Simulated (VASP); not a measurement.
# BN (P1) in VASP: notebook

Runs on BN. Level: r2SCAN. Tasks: single point.

Everything below comes from runs of VASP 6.6.1. Logs are shortened: lines on timing, memory, paths and dates and some standing lists are left out, and cuts for length are marked.

## (1) The cell of the first run

The typed cell holds 2 atoms: a = 2.516 Å, b = 2.516 Å, c = 3.285 Å, α = 101.11°, β = 101.11°, γ = 119.81°.

## (2) Single point, r2SCAN

Input file POSCAR:

```
BN
1.0
    2.5163733431      0.0000000000      0.0000000000
   -1.2508526866      2.1834610966      0.0000000000
   -0.6327603282     -1.0917305483      3.0325817349
B N
1 1
Direct
    0.9796430000      0.9834990000      0.0018060000
    0.6685060000      0.3323850000      0.9849990000
```

Input file INCAR.step1:

```
SYSTEM = BN
PREC = Accurate
ENCUT = 520
ISMEAR = 0
SIGMA = 0.01
LREAL = .FALSE.
LASPH = .TRUE.
NELM = 80
NBANDS = 11
GGA = PE
ALGO = Normal
EDIFF = 1E-4
LWAVE = .TRUE.
LCHARG = .FALSE.
```

Input file INCAR.step2:

```
SYSTEM = BN
PREC = Accurate
ENCUT = 520
EDIFF = 1E-7
ISMEAR = 0
SIGMA = 0.01
LREAL = .FALSE.
LASPH = .TRUE.
NELM = 80
ALGO = Normal
ISIF = 2
LWAVE = .FALSE.
LCHARG = .FALSE.
METAGGA = R2SCAN
LMIXTAU = .TRUE.
NBANDS = 11
ISTART = 1
```

Input file KPOINTS:

```
Automatic mesh
0
G
  10 10 6
  0 0 0
```

Potentials or basis: VASP PAW PBE potentials, release 64 (B, N).

Command:

```
$ cat potpaw_PBE.64/B/POTCAR potpaw_PBE.64/N/POTCAR > POTCAR
$ cp INCAR.step1 INCAR
$ mpirun -np 1 vasp_std > vasp.out
$ cp INCAR.step2 INCAR
$ mpirun -np 1 vasp_std > vasp.out
```

OUTCAR:

```text
SYSTEM = BN
   PREC = Accurate
   ENCUT = 520
   EDIFF = 1E-7
   ISMEAR = 0
   LREAL = .FALSE.
   LASPH = .TRUE.
   NELM = 80
   ISIF = 2
   METAGGA = R2SCAN
   ISTART = 1

 ion  position               nearest neighbor table
   1  0.980  0.983  0.002-   2 1.40   2 1.44   2 1.52
   2  0.669  0.332  0.985-   1 1.40   1 1.44   1 1.52

  LATTYP: Found a face centered orthorhombic cell.
 ALAT       =     2.5236966720
 B/A-ratio  =     1.7253460737
 C/A-ratio  =     2.4032854412

  Lattice vectors:

 A1 = (  -1.8836130148,   1.0917305483,   3.0325817349)
 A2 = (   0.6327603283,   1.0917305483,   3.0325817349)
 A3 = (  -1.2508526866,   2.1834610966,   0.0000000000)

Analysis of symmetry for initial positions (statically):
=====================================================================
 Subroutine PRICEL returns:
 Original cell was already a primitive cell.

 Routine SETGRP: Setting up the symmetry group for a
 face centered orthorhombic supercell.

 Subroutine GETGRP returns: Found  1 space group operations
 (whereof  1 operations were pure point group operations)
 out of a pool of  8 trial point group operations.

The static configuration has the point symmetry C_1 .

Analysis of symmetry for dynamics (positions and initial velocities):
=====================================================================
 Subroutine PRICEL returns:
 Original cell was already a primitive cell.

 Routine SETGRP: Setting up the symmetry group for a
 face centered orthorhombic supercell.

 Subroutine GETGRP returns: Found  1 space group operations
 (whereof  1 operations were pure point group operations)
 out of a pool of  8 trial point group operations.

The dynamic configuration has the point symmetry C_1 .

 Subroutine INISYM returns: Found  1 space group operations
 (whereof  1 operations are pure point group operations),
 and found     1 'primitive' translations

----------------------------------------------------------------------------------------

                                     Primitive cell

  volume of cell :      16.6622

  direct lattice vectors                    reciprocal lattice vectors
     2.516373343  0.000000000  0.000000000     0.397397311  0.227659423  0.164876018
    -1.250852687  2.183461097  0.000000000     0.000000000  0.457988467  0.164876018
    -0.632760328 -1.091730548  3.032581735     0.000000000  0.000000000  0.329752036

  length of vectors
     2.516373343  2.516373344  3.284632887     0.486762300  0.486762300  0.329752036

  position of ions in fractional coordinates (direct lattice)
     0.979643000  0.983499000  0.001806000
     0.668506000  0.332385000  0.984999000

  ion indices of the primitive-cell ions
   primitive index   ion index
                 1           1
                 2           2

----------------------------------------------------------------------------------------

 KPOINTS: Automatic mesh

Automatic generation of k-mesh.
 Grid dimensions read from file:
 generate k-points for:   10   10    6

 Generating k-lattice:

  Cartesian coordinates                     Fractional coordinates (reciprocal lattice)
     0.039739731  0.022765942  0.016487602     0.100000000  0.000000000  0.000000000
     0.000000000  0.045798847  0.016487602     0.000000000  0.100000000  0.000000000
     0.000000000  0.000000000  0.054958673     0.000000000  0.000000000  0.166666667

  Length of vectors
     0.048676230  0.048676230  0.054958673

  Shift w.r.t. Gamma in fractional coordinates (k-lattice)
     0.000000000  0.000000000  0.000000000

 -----------------------------------------------------------------------------
|                                                                             |
|           W    W    AA    RRRRR   N    N  II  N    N   GGGG   !!!           |
|           W    W   A  A   R    R  NN   N  II  NN   N  G    G  !!!           |
|           W    W  A    A  R    R  N N  N  II  N N  N  G       !!!           |
|           W WW W  AAAAAA  RRRRR   N  N N  II  N  N N  G  GGG   !            |
|           WW  WW  A    A  R   R   N   NN  II  N   NN  G    G                |
|           W    W  A    A  R    R  N    N  II  N    N   GGGG   !!!           |
|                                                                             |
|     Your reciprocal lattice and k-lattice belong to different lattice       |
|     classes:                                                                |
|                                                                             |
|        The reciprocal lattice is body-centered orthorhombic,                |
|        whereas your k-lattice is base-centered monoclinic.                  |
|                                                                             |
|     Results are often still useful ...                                      |
|                                                                             |
 -----------------------------------------------------------------------------

 WARNING: IBZKPT: internal override: KBLOWUP is changed to .FALSE.
      ... skipping the blow-up phase ...

 Subroutine IBZKPT returns following result:
 ===========================================

 Found    304 irreducible k-points:

 Following reciprocal coordinates:
            Coordinates               Weight
  0.000000  0.000000  0.000000      1.000000
  0.100000  0.000000 -0.000000      2.000000
  0.200000  0.000000 -0.000000      2.000000
  0.300000  0.000000 -0.000000      2.000000
  0.400000  0.000000  0.000000      2.000000
  0.500000  0.000000 -0.000000      1.000000
[... 16 lines left out ...]
 -0.400000  0.200000 -0.000000      2.000000
 -0.300000  0.200000 -0.000000      2.000000
 [... further k-points ...]
   k-points           NKPTS =    304   k-points in BZ     NKDIM =    304   number of bands    NBANDS=     11
   number of dos      NEDOS =    301   number of ions     NIONS =      2
   total plane-waves  NPLWV =   9600
   dimension x,y,z NGX =    20 NGY =   20 NGZ =   24
   dimension x,y,z NGXF=    40 NGYF=   40 NGZF=   48
   ions per type =               1   1
   NGX,Y,Z   is equivalent  to a cutoff of  13.21, 13.21, 12.15 a.u.
   NGXF,Y,Z  is equivalent  to a cutoff of  26.43, 26.43, 24.29 a.u.
 SYSTEM =  BN
   PREC   = accura    normal or accurate (medium, high low for compatibility)
   ISTART =      1    job   : 0-new  1-cont  2-samecut
   ICHARG =      0    charge: 1-file 2-atom 10-const
   ISPIN  =      1    spin polarized calculation?
   LNONCOLLINEAR =      F non collinear calculations
   LSORBIT =      F    spin-orbit coupling
   LASPH  =      T    aspherical Exc in radial PAW
   ENCUT  =  520.0 eV  38.22 Ry    6.18 a.u.   4.68  4.68  6.11*2*pi/ulx,y,z
   NELM   =     80;   NELMIN=  2; NELMDL=  0     # of ELM steps
   EDIFF  = 0.1E-06   stopping-criterion for ELM
   LREAL  =      F    real-space projection
   EDIFFG = 0.1E-05   stopping-criterion for IOM
   NSW    =      0    number of steps for IOM
   IBRION =     -1    ionic relax: 0-MD 1-quasi-New 2-CG
   NFREE  =      0    steps in history (QN), initial steepest desc. (CG)
   ISIF   =      2    stress and relaxation
   ISYM   =      2    0-nonsym 1-usesym 2-fastsym
   POTIM  = 0.5000    time-step for ionic-motion
   TEBEG  =    0.0;   TEEND  =   0.0 temperature during run
   PSTRESS=    0.0 pullay stress
   NELECT =       8.0000    total number of electrons
   NUPDOWN=      -1.0000    fix difference up-down
   EMIN   =  10.00;   EMAX   =-10.00  energy-range for DOS
   EFERMI =   0.00;   METHOD = LEGACY
   ISMEAR =     0;   SIGMA  =   0.01  broadening in eV -4-tet -1-fermi 0-gaus
   EFERMI_NEDOS =   21; number of points for ismear=-14 and -15
   IALGO  =     38    algorithm
   IMIX   =      4    mixing-type and parameters
     AMIX     =   0.40;   BMIX     =  1.00
     AMIX_MAG =   1.60;   BMIX_MAG =  1.00
  volume/ion in A,a.u.               =       8.33        56.22
  Fermi-wavevector in a.u.,A,eV,Ry     =   1.281919  2.422475 22.358665  1.643316
  Thomas-Fermi vector in A             =   2.414261
   LORBIT       =      0    0 simple, 1 ext, 2 COOP (PROOUT), +10 PAW based schemes
   METAGGA = R2SCAN    functional components
   LHFCALC =     F    Hartree Fock is set to
   AEXX    =    0.0000 exact exchange contribution
   IVDW    =     0    specifies the selected vdW correction
   LEPSILON=     F    determine dielectric tensor
   LRPA    =     F    only Hartree local field effects (RPA)
 non-spin polarized calculation
 Gauss-broadening in eV      SIGMA  =   0.01
  energy-cutoff  :      520.00
  volume of cell :       16.66
 maximum number of plane-waves:       460
   NGX =  9   NGY =  9   NGZ = 13

 number of electron       8.0000000 magnetization

 Free energy of the ion-electron system (eV)
  ---------------------------------------------------
  ext. energy  EPLUGINS =         0.00000000
  ---------------------------------------------------
  free energy    TOTEN  =       -19.14219839 eV

  energy without entropy =      -19.14219839  energy(sigma->0) =      -19.14219839

 E-fermi :   3.2905     XC(G=0): -11.3078

 val. band max:        3.1085580384   @ k =   0.4000   0.4000   0.1667
 cond. band min:       6.4272492074   @ k =   0.5000   0.5000   0.5000
 fundamental gap:      3.3186911690
 Fermi energy:         3.2905010390

 k-point     1 :       0.0000    0.0000    0.0000
  band No.  band energies     occupation
      1     -16.1105      2.00000
      2      -0.7457      2.00000
      3       0.5504      2.00000
      4       2.2456      2.00000
      5       9.0366      0.00000
      6      13.9431      0.00000
      7      16.0473      0.00000
      8      17.1427      0.00000
      9      18.7200      0.00000
     10      29.7200      0.00000
     11      31.2223      0.00000

 k-point     2 :       0.1000    0.0000   -0.0000
  band No.  band energies     occupation
      1     -15.8920      2.00000
      2      -0.6311      2.00000
      3       0.2297      2.00000
      4       1.3047      2.00000
      5       9.5820      0.00000
      6      14.0920      0.00000
      7      16.3947      0.00000
      8      16.8652      0.00000
      9      19.2113      0.00000
     10      28.3725      0.00000
     11      30.2806      0.00000
[... 295 lines left out ...]
 k-point    24 :      -0.3000    0.2000   -0.0000
  band No.  band energies     occupation
      1     -14.7315      2.00000
      2      -2.8528      2.00000
      3      -0.6396      2.00000
      4       0.7000      2.00000
      5      11.2274      0.00000
      6      13.6846      0.00000
      7      14.6550      0.00000
      8      19.6049      0.00000
      9      21.8458      0.00000
     10      23.9134      0.00000
     11      29.0669      0.00000

 [... further k-points ...]

------------------------ aborting loop because EDIFF is reached ----------------------------------------

  FORCE on cell =-STRESS in cart. coord.  units (eV):
  Direction    XX          YY          ZZ          XY          YZ          ZX
  --------------------------------------------------------------------------------------
  -------------------------------------------------------------------------------------
  Total       -1.0813087     -0.0093605      0.6104630     -0.4326334      0.1177196      0.0565893
  in kB     -103.9745962     -0.9000680     58.6998357    -41.6004025     11.3194730      5.4414117
  external PRESSURE =     -15.3916095 kB  Pullay stress =       0.0000000 kB

 VOLUME and BASIS-vectors are now :
 -----------------------------------------------------------------------------
  energy-cutoff  :      520.00
  volume of cell :       16.66
      direct lattice vectors                 reciprocal lattice vectors
     2.516373343  0.000000000  0.000000000     0.397397311  0.227659423  0.164876018
    -1.250852687  2.183461097  0.000000000     0.000000000  0.457988467  0.164876018
    -0.632760328 -1.091730548  3.032581735     0.000000000  0.000000000  0.329752036

 POSITION                                       TOTAL-FORCE (eV/Angst)
 -----------------------------------------------------------------------------------
      1.23379      2.14546      0.00548         1.610127      2.031038     -0.634670
      0.64318     -0.34960      2.98709        -1.610127     -2.031038      0.634670
 -----------------------------------------------------------------------------------
    total drift:                               -0.000334      0.000160     -0.000114

  FREE ENERGIE OF THE ION-ELECTRON SYSTEM (eV)
  ---------------------------------------------------
  free  energy   TOTEN  =       -19.1421983924 eV

  energy  without entropy=      -19.1421983924  energy(sigma->0) =      -19.14219839
```

It took 1.9 min on 1 thread of Intel Xeon Platinum 8488C (Sapphire Rapids), shared host; peak memory 0.17 GiB.

Results:

```
Free energy            : -19.1422 eV
Pressure               : -1.5 GPa
Largest force          : 2.668 eV/Å
Band gap on the k mesh : 3.32 eV, indirect (least direct gap 5.26 eV)
```

Forces in eV/Å, atoms in the order of the input:
```
B    1.610  2.031 -0.635
N   -1.610 -2.031  0.635
```

Caveat: the PAW data sets were made with another functional, which shifts forces and pressure a little.

## (3) Single point, r2SCAN

This run uses another cell than the first one, of 8.58 Å³/atom, 1.030 times its volume.

Input file POSCAR:

```
BN
1.0
    2.5410452433      0.0000000000      0.0000000000
   -1.2631167303      2.2048689431      0.0000000000
   -0.6389642565     -1.1024344715      3.0623148244
B N
1 1
Direct
    0.9796430000      0.9834990000      0.0018060000
    0.6685060000      0.3323850000      0.9849990000
```

Input file INCAR.step1:

```
SYSTEM = BN
  ALGO = Normal
  EDIFF = 1E-4
  ENCUT = 520
  GGA = PE
  ISMEAR = 0
  LASPH = .True.
  LCHARG = .False.
  LREAL = .False.
  LWAVE = .True.
  NBANDS = 11
  NELM = 60
  PREC = Accurate
  SIGMA = 0.01
```

Input file INCAR.step2:

```
SYSTEM = BN
  ALGO = Normal
  EDIFF = 1E-7
  ENCUT = 520
  ISIF = 2
  ISMEAR = 0
  ISTART = 1
  LASPH = .True.
  LCHARG = .True.
  LELF = .True.
  LMIXTAU = .True.
  LREAL = .False.
  LVHAR = .True.
  LWAVE = .False.
  METAGGA = R2SCAN
  NBANDS = 11
  NELM = 60
  PREC = Accurate
  SIGMA = 0.01
```

Input file KPOINTS:

```
k-points
0
Gamma
  10 10 6
  0 0 0
```

Potentials or basis: VASP PAW PBE potentials, release 64 (B, N).

Command:

```
$ cat potpaw_PBE.64/B/POTCAR potpaw_PBE.64/N/POTCAR > POTCAR
$ cp INCAR.step1 INCAR
$ mpirun -np 1 vasp_std > vasp.out
$ cp INCAR.step2 INCAR
$ mpirun -np 1 vasp_std > vasp.out
```

Wall time 3 min (1 thread of Intel Xeon Platinum 8488C (Sapphire Rapids), shared host); peak memory 0.17 GiB.

Results (log left out):

```
Free energy            : -19.1266 eV
Pressure               : -8.9 GPa
Largest force          : 2.498 eV/Å
Band gap on the k mesh : 3.33 eV, indirect (least direct gap 5.18 eV)
```

Forces in eV/Å, atoms in the order of the input:
```
B    1.497  1.891 -0.651
N   -1.497 -1.891  0.651
```

Stress tensor (GPa, compression positive):
```
-19.86  -3.15   0.49
 -3.15 -11.88   1.04
  0.49   1.04   4.99
```

Levels at points of the mesh, in eV from the valence-band top:
```tsv
k point	band 1	band 2	band 3	band 4	band 5	band 6	band 7	band 8
(0.00, 0.00, 0.00)	-19.01	-3.75	-2.56	-0.89	5.82	10.62	12.70	13.66
(0.50, 0.00, 0.00)	-15.65	-9.24	-4.96	-1.55	5.43	9.73	14.22	17.88
(0.00, 0.50, 0.00)	-15.80	-9.56	-4.17	-1.05	4.32	9.88	14.52	17.93
(0.50, 0.50, 0.00)	-15.88	-9.71	-4.33	-0.14	6.81	9.31	12.97	15.14
(0.00, 0.00, 0.50)	-18.48	-6.91	-2.58	-0.93	10.30	11.28	12.51	12.69
(0.50, 0.00, 0.50)	-15.65	-9.25	-4.96	-1.45	5.10	9.77	14.47	18.11
(0.00, 0.50, 0.50)	-15.80	-9.55	-4.17	-1.14	4.53	9.81	14.39	17.77
(0.50, 0.50, 0.50)	-15.57	-9.20	-4.48	-2.15	3.33	9.41	16.16	20.24
```

Caveat: the PAW data sets were made with another functional, which shifts forces and pressure a little. r2SCAN opens gaps a little over a GGA but as a rule still falls short of measured ones.

## (4) Single point, r2SCAN

This run uses another cell than the first one, of 8.83 Å³/atom, 1.059 times its volume.

Input file POSCAR:

```
BN
1.0
    2.5652471307      0.0000000000      0.0000000000
   -1.2751471375      2.2258689588      0.0000000000
   -0.6450499966     -1.1129344794      3.0914814829
B N
1 1
Direct
    0.9796430000      0.9834990000      0.0018060000
    0.6685060000      0.3323850000      0.9849990000
```

Input file INCAR.step1:

```
ALGO     = Normal         # electronic algorithm
EDIFF    = 1E-4           # SCF threshold, eV
ENCUT    = 520            # plane-wave cutoff, eV
GGA      = PE             # functional
ISMEAR   = 0              # smearing method
LASPH    = True           # aspherical terms in the spheres
LCHARG   = False          # write CHGCAR
LREAL    = False          # projectors in reciprocal space
LWAVE    = True           # write WAVECAR
NBANDS   = 11             # bands
NELM     = 80             # most SCF steps
PREC     = Accurate       # precision mode
SIGMA    = 0.01           # smearing width, eV
```

Input file INCAR.step2:

```
ALGO     = Normal         # electronic algorithm
EDIFF    = 1E-6           # SCF threshold, eV
ENCUT    = 520            # plane-wave cutoff, eV
ISIF     = 2              # what is computed and relaxed
ISMEAR   = 0              # smearing method
ISTART   = 1            
LASPH    = True           # aspherical terms in the spheres
LCHARG   = False          # write CHGCAR
LMIXTAU  = True         
LREAL    = False          # projectors in reciprocal space
LWAVE    = False          # write WAVECAR
METAGGA  = R2SCAN         # meta-GGA
NBANDS   = 11             # bands
NELM     = 80             # most SCF steps
PREC     = Accurate       # precision mode
SIGMA    = 0.01           # smearing width, eV
```

Input file KPOINTS:

```
k-points
0
Gamma
  10 10 6
```

Command:

```
$ cat potpaw_PBE.64/B/POTCAR potpaw_PBE.64/N/POTCAR > POTCAR
$ cp INCAR.step1 INCAR
$ mpirun -np 1 vasp_std > vasp.out
$ cp INCAR.step2 INCAR
$ mpirun -np 1 vasp_std > vasp.out
```

It took 2.6 min on 1 thread of Intel Xeon Platinum 8488C (Sapphire Rapids), shared host; peak memory 0.17 GiB.

Results (log left out):

| Quantity | Value |
| --- | --- |
| Free energy | -19.0896 eV |
| Pressure | -15.4 GPa |
| Largest force | 2.341 eV/Å |
| Band gap on the k mesh | 3.34 eV, indirect (least direct gap 5.10 eV) |

Forces on the atoms (eV/Å):
```
B    1.392  1.761 -0.664
N   -1.392 -1.761  0.664
```

Stress tensor (GPa, compression positive):
```
-28.10  -2.24   0.44
 -2.24 -22.19   0.95
  0.44   0.95   4.23
```

Levels at points of the mesh, in eV from the valence-band top:
| k point | band 2 | band 3 | band 4 | band 5 | band 6 | band 7 |
| --- | --- | --- | --- | --- | --- | --- |
| (0.00, 0.00, 0.00) | -3.66 | -2.55 | -0.91 | 5.71 | 10.41 | 12.47 |
| (0.50, 0.00, 0.00) | -9.10 | -4.89 | -1.50 | 5.38 | 9.44 | 14.01 |
| (0.00, 0.50, 0.00) | -9.43 | -4.11 | -1.01 | 4.28 | 9.60 | 14.30 |
| (0.50, 0.50, 0.00) | -9.57 | -4.27 | -0.14 | 6.69 | 9.05 | 12.80 |
| (0.00, 0.00, 0.50) | -6.71 | -2.57 | -0.95 | 10.08 | 11.01 | 12.01 |
| (0.50, 0.00, 0.50) | -9.10 | -4.89 | -1.41 | 5.06 | 9.48 | 14.24 |
| (0.00, 0.50, 0.50) | -9.42 | -4.11 | -1.09 | 4.49 | 9.53 | 14.18 |
| (0.50, 0.50, 0.50) | -9.08 | -4.41 | -2.07 | 3.34 | 9.14 | 15.90 |

Caveat: the PAW data sets were made with another functional, which shifts forces and pressure a little. r2SCAN opens gaps a little over a GGA but as a rule still falls short of measured ones.

## (5) The runs side by side

```tsv
cell	gap on the mesh (eV)	pressure (GPa)	largest force (eV/Å)
a = 2.516, b = 2.516, c = 3.285 Å, angles 101.1, 101.1, 119.8°, 2 atoms	3.32	-1.5	2.67
a = 2.541, b = 2.541, c = 3.317 Å, angles 101.1, 101.1, 119.8°, 2 atoms	3.33	-8.9	2.50
a = 2.565, b = 2.565, c = 3.348 Å, angles 101.1, 101.1, 119.8°, 2 atoms	3.34	-15.4	2.34
```

Alike in all rows: task single point; level r2SCAN; potentials or basis VASP PAW PBE potentials, release 64 (B, N); no spin polarisation; k mesh 10 × 10 × 6; cutoff (eV) 520; smearing gaussian 0.01 eV.

Caveats: the PAW data sets were made with another functional, which shifts forces and pressure a little.

Total energies depend on the potentials used, so only differences within one code and one set of settings carry meaning.
